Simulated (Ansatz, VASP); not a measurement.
# Si in VASP and in Ansatz

INCAR

```
SYSTEM = Si
PREC = Accurate
ENCUT = 500
EDIFF = 1E-6
ISMEAR = -1
SIGMA = 0.05
LREAL = .False.
LASPH = .True.
NELM = 120
ALGO = Normal
ISIF = 2
LWAVE = .False.
LCHARG = .True.
GGA = PE
LELF = .True.
LVHAR = .True.
NBANDS = 11
GGA_COMPAT = .False.
```

File KPOINTS:

```
regular mesh
0
Gamma
  3 3 3
  0 0 0
```

Contents of POSCAR:

```
Si
1.0
    0.0000000000      2.7000000000      2.7000000000
    2.7000000000      0.0000000000      2.7000000000
    2.7000000000      2.7000000000      0.0000000000
Si
2
Direct
    0.0000000000      0.0000000000      0.0000000000
    0.2352167763      0.2352167763      0.2352167763
```

Input for Ansatz:

```yaml
crystal:
  atoms:
  - position: [0.0, 0.0, 0.0]
    symbol: Si
  - position: [0.23521677633651422, 0.23521677633651422, 0.23521677633651422]
    symbol: Si
  lattice:
  - [0.0, 2.7, 2.7]
  - [2.7, 0.0, 2.7]
  - [2.7, 2.7, 0.0]
hamiltonian:
  dispersion: none
  pseudopotentials:
    kind: all_electron
    lapw: {}
    relativity: none
  xc: pbe
kpoints:
  mp_grid:
    grid: [3, 3, 3]
    shift: [0, 0, 0]
magnetization: {spin_polarized: false}
output: {forces: true, stress: true}
scf:
  occupations: {method: fermi_dirac, width: 0.05}
```

Alike in both runs: task single point; functional PBE; k mesh 3 × 3 × 3; occupations fermi-dirac, width 0.05 eV; no spin polarisation.

```csv
,VASP,Ansatz
version,VASP 6.6.1,Ansatz 0.2 development build
potentials or method,"VASP PAW PBE potentials, release 64 (Si), cutoff 500 eV","all-electron full-potential LAPW, non-relativistic"
```

VASP gave:

```
pressure (GPa)                                                : 6.5
traceless stress, the component that is largest in VASP (GPa) : 4.25
rms of the force components (eV/Å)                            : 1.421
```

What did Ansatz give for the same quantities?

Pressure (GPa): 6.6; traceless stress, the component that is largest in VASP (GPa): 4.29; rms of the force components (eV/Å): 1.437.

Atom by atom the forces differ by 0.015 eV/Å (rms over components). Ansatz ran all-electron here, and VASP with PAW potentials.

The k mesh is coarse, so the values compare programs but aren't converged.
